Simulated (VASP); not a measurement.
A run of VASP 6.6.1 is set up as follows.

Contents of INCAR:

```
SYSTEM = InSb
PREC     = Accurate       ! precision mode
ENCUT    = 520            ! plane-wave cutoff, eV
EDIFF    = 1E-7           ! SCF threshold, eV
ISMEAR   = -1             ! smearing method
SIGMA    = 0.05           ! smearing width, eV
LREAL    = .False.        ! projectors in reciprocal space
LASPH    = .True.         ! aspherical terms in the spheres
NELM     = 80             ! most SCF steps
ALGO     = Normal         ! electronic algorithm
ISIF     = 2              ! what is computed and relaxed
LWAVE    = .False.        ! write WAVECAR
LCHARG   = .False.        ! write CHGCAR
GGA      = PS             ! functional
NBANDS   = 16             ! bands
```

KPOINTS

```
regular mesh
0
Gamma
  9 9 9
  0 0 0
```

File POSCAR:

```
InSb
1.0
    0.0000000000      3.2498612086      3.2498612086
    3.2498612086      0.0000000000      3.2498612086
    3.2498612086      3.2498612086      0.0000000000
In Sb
1 1
Direct
    0.0000000000      0.0000000000      0.0000000000
    0.7500000000      0.7500000000      0.7500000000
```

Potentials or basis: VASP PAW PBE potentials, release 64 (In_d, Sb).

Command:

```console
$ cat potpaw_PBE.64/In_d/POTCAR potpaw_PBE.64/Sb/POTCAR > POTCAR
$ mpirun -np 1 vasp_std > vasp.out
```

Estimate the band gap on the k mesh.

zero (filled and empty bands touch).

Predict the pressure.

0.4 GPa.

Caveat: semilocal functionals underestimate gaps, so a narrow gap can read as zero; the PAW data sets were made with another functional, which shifts forces and pressure a little; spin-orbit coupling is left out, which moves the levels of the heavy elements.
